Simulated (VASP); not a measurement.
## B2AsN: single point with PBE

Crystal: B2AsN.

```
N B As
1.0
     2.93465    0.00000    0.00000
     0.00000    2.93465    0.00000
     0.00000    0.00000    4.21082
N B As
1 2 1
Direct
  0.00000 0.00000 0.00000
  0.00000 0.50000 0.80318
  0.50000 0.00000 0.19682
  0.50000 0.50000 0.50000
```

- Program: VASP 6.6.1
- Task: single point
- Functional: PBE
- Potentials or basis: VASP PAW PBE potentials, release 64 (N, B, As_d)
- Cutoff: 700 eV
- k mesh: 8 × 8 × 6
- Occupations: fermi-dirac, width 0.02 eV
- Spin: no spin polarisation

```json
{"Pressure": "13.9 GPa", "Largest force": "0.330 eV/Å", "Band gap on the k mesh": "zero (filled and empty bands touch)"}
```

Forces in eV/Å, atoms in the order of the input:
```
N    0.000  0.000  0.000
B    0.000  0.000  0.330
B    0.000  0.000 -0.330
As   0.000  0.000  0.000
```

Stress tensor (GPa, compression positive):
```
13.53  0.00  0.00
 0.00 13.53  0.00
 0.00  0.00 14.60
```

Levels at points of the mesh, in eV from the Fermi level:
```tsv
k point	band 9	band 10	band 11	band 12	band 13	band 14	band 15	band 16	band 17	band 18
(0.00, 0.00, 0.00)	-6.74	-6.74	-1.45	-0.10	0.00	0.00	2.77	4.10	4.11	4.11
(0.50, 0.00, 0.00)	-8.38	-6.85	-6.37	-5.65	-0.86	3.40	4.32	5.09	7.26	8.01
(0.50, 0.50, 0.00)	-10.30	-6.58	-5.84	-5.84	-4.56	0.99	1.13	2.48	2.48	10.35
(0.00, 0.00, 0.50)	-6.36	-6.36	-4.81	-1.66	-1.66	0.86	2.80	5.74	6.74	6.74
(0.50, 0.00, 0.50)	-10.68	-5.60	-3.47	-3.05	-0.51	1.77	4.68	5.85	5.99	6.02
(0.50, 0.50, 0.50)	-9.63	-7.36	-7.36	-7.33	-7.04	4.45	5.53	5.53	7.20	7.63
```

Run time: 30 s on 1 thread of Intel(R) Xeon(R) Platinum 8559C (Emerald Rapids), on a shared host, peak memory 0.22 GiB.

Caveat: the cell stands under pressure; semilocal functionals underestimate gaps, and a narrow one can read as zero.
